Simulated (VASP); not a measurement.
The system is KF (Carobbiite).

```xyz
2
Lattice="0.0000 2.6719 2.6719 2.6719 0.0000 2.6719 2.6719 2.6719 0.0000" Properties=species:S:1:pos:R:3 pbc="T T T"
K     0.0000    0.0000    0.0000
F     2.6719    2.6719    2.6719
```

Base run:

```yaml
Program: VASP 6.6.1
Functional: PBEsol
Potentials_or_basis: VASP PAW PBE potentials, release 64 (K_sv, F)
Cutoff: 520 eV
k_mesh: 9 × 9 × 9
Occupations: fermi-dirac, width 0.05 eV
Spin: no spin polarisation
```

Its results: band gap on the k mesh 6.03 eV, direct; pressure -0.6 GPa.

Problem. The run is repeated on the same cell with these changes: dispersion from none to D3(BJ). What comes out?

Solution. Band gap on the k mesh 6.03 eV, direct; pressure -2.0 GPa.

Dispersion adds attraction, which lowers the pressure at fixed volume and, as a term added to the energy, leaves the levels alone.

Caveats: the PAW data sets were made with another functional, which shifts forces and pressure a little; three body term missing (some runs).

A k mesh can miss the band edges.
